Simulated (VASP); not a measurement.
Here is a VASP 6.6.1 calculation.

The input INCAR:

```
ALGO     = Fast           # electronic algorithm
EDIFF    = 1E-7           # SCF threshold, eV
ENCUT    = 520            # plane-wave cutoff, eV
GGA      = PS             # functional
ISIF     = 2              # what is computed and relaxed
ISMEAR   = 0              # smearing method
LASPH    = True           # aspherical terms in the spheres
LCHARG   = False          # write CHGCAR
LREAL    = False          # projectors in reciprocal space
LWAVE    = False          # write WAVECAR
NBANDS   = 18             # bands
NELM     = 60             # most SCF steps
PREC     = Accurate       # precision mode
SIGMA    = 0.15           # smearing width, eV
```

KPOINTS

```
k-points
0
Gamma
  18 18 10
```

File POSCAR:

```
Ag
1.0
    2.9299980804      0.0000000000      0.0000000000
   -1.4649990402      2.5374527707      0.0000000000
    0.0000000000      0.0000000000      4.7900000000
Ag
2
Direct
    0.3333333333      0.6666666667      0.2500000000
    0.6666666667      0.3333333333      0.7500000000
```

Potentials or basis: VASP PAW PBE potentials, release 64 (Ag).

Launch:

```bash
$ cat potpaw_PBE.64/Ag/POTCAR > POTCAR
$ mpirun -np 1 vasp_std > vasp.out
```

Predict the band gap on the k mesh.

zero (band 11 reaches 11.59 eV, above the bottom of band 12 at 4.32 eV).

What does it give for the pressure?

-6.4 GPa.

Stress tensor (GPa, compression positive):
```
-6.48  0.00  0.00
 0.00 -6.48  0.00
 0.00  0.00 -6.33
```

Caveat: the PAW data sets were made with another functional, which shifts forces and pressure a little.
